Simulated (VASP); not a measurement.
A run of VASP 6.6.1:

The input INCAR:

```
SYSTEM = InP
  PREC = Accurate
  ENCUT = 520
  EDIFF = 1E-7
  ISMEAR = -1
  SIGMA = 0.05
  LREAL = .FALSE.
  LASPH = .TRUE.
  NELM = 80
  ALGO = Normal
  ISIF = 2
  LWAVE = .FALSE.
  LCHARG = .TRUE.
  GGA = RE
  LELF = .TRUE.
  LVHAR = .TRUE.
  NBANDS = 16
```

KPOINTS

```
Automatic mesh
0
G
  8 8 8
  0 0 0
```

The input POSCAR:

```
InP
1.0
    0.0000000000      2.8706770916      2.8706770916
    2.8706770916      0.0000000000      2.8706770916
    2.8706770916      2.8706770916      0.0000000000
In P
1 1
Direct
    0.0000000000      0.0000000000      0.0000000000
    0.7500000000      0.7500000000      0.7500000000
```

Potentials or basis: VASP PAW PBE potentials, release 64 (In_d, P).

Command:

```sh
$ cat potpaw_PBE.64/In_d/POTCAR potpaw_PBE.64/P/POTCAR > POTCAR
$ mpirun -np 1 vasp_std > vasp.out
```

Hardware: 1 thread of AMD EPYC 9R45 96-Core Processor (Zen 5) (shared host).

Q: Estimate the wall time of this run.

A: It took 14 s on 1 thread of AMD EPYC 9R45 96-Core Processor (Zen 5) (shared host), peak memory 0.15 GiB. Counts: scf iterations 15, k points 29.
